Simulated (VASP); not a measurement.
# MoS2 (P6_3/mmc) in VASP: single point with PBE

Aim: the single point of MoS2 with PBE.

Everything below comes from runs of VASP 6.6.1. Logs are shortened: lines on timing, memory, paths and dates and some standing lists are left out, and cuts for length are marked.

## 1. The cell of the first run

It takes space group P6_3/mmc (No. 194, hexagonal). The conventional cell has a = 3.161 Å, b = 3.161 Å, c = 12.295 Å, α = 90.00°, β = 90.00°, γ = 120.00°. Mo (site symmetry -6m2) has 6 S at 2.40 Å and 6 Mo at 3.16 Å within 3.2 Å. Within 3.2 Å of S (site symmetry 3m) lie 3 Mo at 2.40 Å and 7 S at 3.13 to 3.16 Å.

## 2. Single point, PBE

File INCAR:

```
ALGO     = Normal         # electronic algorithm
EDIFF    = 1E-6           # SCF threshold, eV
ENCUT    = 520            # plane-wave cutoff, eV
GGA      = PE             # functional
ISIF     = 2              # what is computed and relaxed
ISMEAR   = 0              # smearing method
LASPH    = T              # aspherical terms in the spheres
LCHARG   = F              # write CHGCAR
LREAL    = F              # projectors in reciprocal space
LWAVE    = F              # write WAVECAR
NBANDS   = 35             # bands
NELM     = 100            # most SCF steps
PREC     = Accurate       # precision mode
SIGMA    = 0.01           # smearing width, eV
```

File KPOINTS:

```
k-points
0
Gamma
  12 12 3
```

File POSCAR:

```
MoS2
1.0
    3.1610000000      0.0000000000      0.0000000000
   -1.5805000000      2.7375063014      0.0000000000
    0.0000000000      0.0000000000     12.2950000000
Mo S
2 4
Direct
    0.3333333333      0.6666666667      0.2500000000
    0.6666666667      0.3333333333      0.7500000000
    0.3333333333      0.6666666667      0.6227866247
    0.6666666667      0.3333333333      0.1227866247
    0.3333333333      0.6666666667      0.8772133753
    0.6666666667      0.3333333333      0.3772133753
```

Potentials or basis: VASP PAW PBE potentials, release 64 (Mo_sv, S).

Command:

```sh
$ cat potpaw_PBE.64/Mo_sv/POTCAR potpaw_PBE.64/S/POTCAR > POTCAR
$ mpirun -np 1 vasp_std > vasp.out
```

OUTCAR:

```text
EDIFF = 1E-6
   ENCUT = 520
   GGA = PE
   ISIF = 2
   ISMEAR = 0
   LASPH = T
   LREAL = F
   NELM = 100
   PREC = Accurate

 ion  position               nearest neighbor table
   1  0.333  0.667  0.250-   4 2.40   6 2.40   4 2.40   6 2.40   4 2.40   6 2.40
   2  0.667  0.333  0.750-   3 2.40   5 2.40   3 2.40   5 2.40   3 2.40   5 2.40
   3  0.333  0.667  0.623-   2 2.40   2 2.40   2 2.40
   4  0.667  0.333  0.123-   1 2.40   1 2.40   1 2.40
   5  0.333  0.667  0.877-   2 2.40   2 2.40   2 2.40
   6  0.667  0.333  0.377-   1 2.40   1 2.40   1 2.40

  LATTYP: Found a hexagonal cell.
 ALAT       =     3.1610000000
 C/A-ratio  =     3.8895919013

  Lattice vectors:

 A1 = (   3.1610000000,   0.0000000000,   0.0000000000)
 A2 = (  -1.5805000000,   2.7375063014,   0.0000000000)
 A3 = (   0.0000000000,   0.0000000000,  12.2950000000)

Analysis of symmetry for initial positions (statically):
=====================================================================
 Subroutine PRICEL returns:
 Original cell was already a primitive cell.

 Routine SETGRP: Setting up the symmetry group for a
 hexagonal supercell.

 Subroutine GETGRP returns: Found 24 space group operations
 (whereof 12 operations were pure point group operations)
 out of a pool of 24 trial point group operations.

The static configuration has the point symmetry D_3d.
 The point group associated with its full space group is D_6h.

Analysis of symmetry for dynamics (positions and initial velocities):
=====================================================================
 Subroutine PRICEL returns:
 Original cell was already a primitive cell.

 Routine SETGRP: Setting up the symmetry group for a
 hexagonal supercell.

 Subroutine GETGRP returns: Found 24 space group operations
 (whereof 12 operations were pure point group operations)
 out of a pool of 24 trial point group operations.

The dynamic configuration has the point symmetry D_3d.
 The point group associated with its full space group is D_6h.

 Subroutine INISYM returns: Found 24 space group operations
 (whereof 12 operations are pure point group operations),
 and found     1 'primitive' translations

----------------------------------------------------------------------------------------

                                     Primitive cell
[... 94 lines left out ...]
   LNONCOLLINEAR =      F non collinear calculations
   LSORBIT =      F    spin-orbit coupling
   LASPH  =      T    aspherical Exc in radial PAW
   ENCUT  =  520.0 eV  38.22 Ry    6.18 a.u.   5.88  5.88 22.86*2*pi/ulx,y,z
   NELM   =    100;   NELMIN=  2; NELMDL= -5     # of ELM steps
   EDIFF  = 0.1E-05   stopping-criterion for ELM
   LREAL  =      F    real-space projection
   EDIFFG = 0.1E-04   stopping-criterion for IOM
   NSW    =      0    number of steps for IOM
   IBRION =     -1    ionic relax: 0-MD 1-quasi-New 2-CG
   NFREE  =      0    steps in history (QN), initial steepest desc. (CG)
   ISIF   =      2    stress and relaxation
   ISYM   =      2    0-nonsym 1-usesym 2-fastsym
   POTIM  = 0.5000    time-step for ionic-motion
   TEBEG  =    0.0;   TEEND  =   0.0 temperature during run
   PSTRESS=    0.0 pullay stress
   NELECT =      52.0000    total number of electrons
   NUPDOWN=      -1.0000    fix difference up-down
   EMIN   =  10.00;   EMAX   =-10.00  energy-range for DOS
   EFERMI =   0.00;   METHOD = LEGACY
   ISMEAR =     0;   SIGMA  =   0.01  broadening in eV -4-tet -1-fermi 0-gaus
   EFERMI_NEDOS =   21; number of points for ismear=-14 and -15
   IALGO  =     38    algorithm
   IMIX   =      4    mixing-type and parameters
     AMIX     =   0.40;   BMIX     =  1.00
     AMIX_MAG =   1.60;   BMIX_MAG =  1.00
  volume/ion in A,a.u.               =      17.73       119.66
  Fermi-wavevector in a.u.,A,eV,Ry     =   1.289555  2.436906 22.625839  1.662952
  Thomas-Fermi vector in A             =   2.421441
   LORBIT       =      0    0 simple, 1 ext, 2 COOP (PROOUT), +10 PAW based schemes
   GGA     = PE    functional components
   LHFCALC =     F    Hartree Fock is set to
   AEXX    =    0.0000 exact exchange contribution
   IVDW    =     0    specifies the selected vdW correction
   LEPSILON=     F    determine dielectric tensor
   LRPA    =     F    only Hartree local field effects (RPA)
 non-spin polarized calculation
 Gauss-broadening in eV      SIGMA  =   0.01
  energy-cutoff  :      520.00
  volume of cell :      106.39
 maximum number of plane-waves:      2885
 NGX is ok and might be reduce to    24
   NGX = 11   NGY = 11   NGZ = 45

 number of electron      51.9999998 magnetization

 Free energy of the ion-electron system (eV)
  ---------------------------------------------------
  ext. energy  EPLUGINS =         0.00000000
  ---------------------------------------------------
  free energy    TOTEN  =       -43.60199109 eV

  energy without entropy =      -43.60199109  energy(sigma->0) =      -43.60199109

 E-fermi :   7.7367     XC(G=0): -10.8574

 val. band max:        7.5799493496   @ k =   0.0000   0.0000   0.0000
 cond. band min:       8.4717864896   @ k =   0.1667   0.1667   0.0000
 fundamental gap:      0.8918371400
 Fermi energy:         7.7366619057

 k-point     1 :       0.0000    0.0000    0.0000
  band No.  band energies     occupation
      1     -53.9185      2.00000
      2     -53.9185      2.00000
      3     -28.0739      2.00000
      4     -28.0738      2.00000
      5     -27.8458      2.00000
      6     -27.8458      2.00000
[... 901 lines left out ...]
     34      11.1371      0.00000
     35      14.2527      0.00000

 [... further k-points ...]
[... 5 lines left out ...]
  --------------------------------------------------------------------------------------
  -------------------------------------------------------------------------------------
  Total        1.7785778      1.7785778      1.8899671      0.0000000      0.0000000      0.0000000
  in kB       26.7839909     26.7839909     28.4614275      0.0000000      0.0000000      0.0000000
  external PRESSURE =      27.3431364 kB  Pullay stress =       0.0000000 kB

 VOLUME and BASIS-vectors are now :
 -----------------------------------------------------------------------------
  energy-cutoff  :      520.00
  volume of cell :      106.39
      direct lattice vectors                 reciprocal lattice vectors
     3.161000000  0.000000000  0.000000000     0.316355584  0.182647981  0.000000000
    -1.580500000  2.737506301  0.000000000     0.000000000  0.365295963  0.000000000
     0.000000000  0.000000000 12.295000000     0.000000000  0.000000000  0.081333876

 POSITION                                       TOTAL-FORCE (eV/Angst)
 -----------------------------------------------------------------------------------
     -0.00000      1.82500      3.07375        -0.000000      0.000000      0.000000
      1.58050      0.91250      9.22125         0.000000     -0.000000      0.000000
     -0.00000      1.82500      7.65716        -0.000000     -0.000000      0.012939
      1.58050      0.91250      1.50966         0.000000      0.000000      0.012939
     -0.00000      1.82500     10.78534         0.000000     -0.000000     -0.012939
      1.58050      0.91250      4.63784        -0.000000      0.000000     -0.012939
 -----------------------------------------------------------------------------------
    total drift:                               -0.000000      0.000000     -0.000000

  FREE ENERGIE OF THE ION-ELECTRON SYSTEM (eV)
  ---------------------------------------------------
  free  energy   TOTEN  =       -43.6019910933 eV

  energy  without entropy=      -43.6019910933  energy(sigma->0) =      -43.60199109
```

stdout:

```text
POSCAR found type information on POSCAR MoS
 POSCAR found :  2 types and       6 ions
 scaLAPACK will be used
 LDA part: xc-table for (Slater+PW92), standard interpolation
 POSCAR, INCAR and KPOINTS ok, starting setup
 FFT: planning ... GRIDC
 FFT: planning ... GRID_SOFT
 FFT: planning ... GRID
 WAVECAR not read
 entering main loop
```

Wall time 82 s (1 thread of Intel Xeon Platinum 8488C (Sapphire Rapids), shared host); peak memory 0.28 GiB.

What came out:

- Free energy: -43.6020 eV
- Pressure: 2.7 GPa
- Largest force: 0.013 eV/Å
- Band gap on the k mesh: 0.89 eV (least direct gap 1.68 eV)

Forces on the atoms (eV/Å):
```
Mo   0.000  0.000  0.000
Mo   0.000  0.000  0.000
S    0.000  0.000  0.013
S    0.000  0.000  0.013
S    0.000  0.000 -0.013
S    0.000  0.000 -0.013
```

Caveat: this functional lacks dispersion, which binds layers or chains, so the pressure and a relaxed spacing across them are unreliable. PBE gaps usually lie below the measured ones, often by a third to a half.
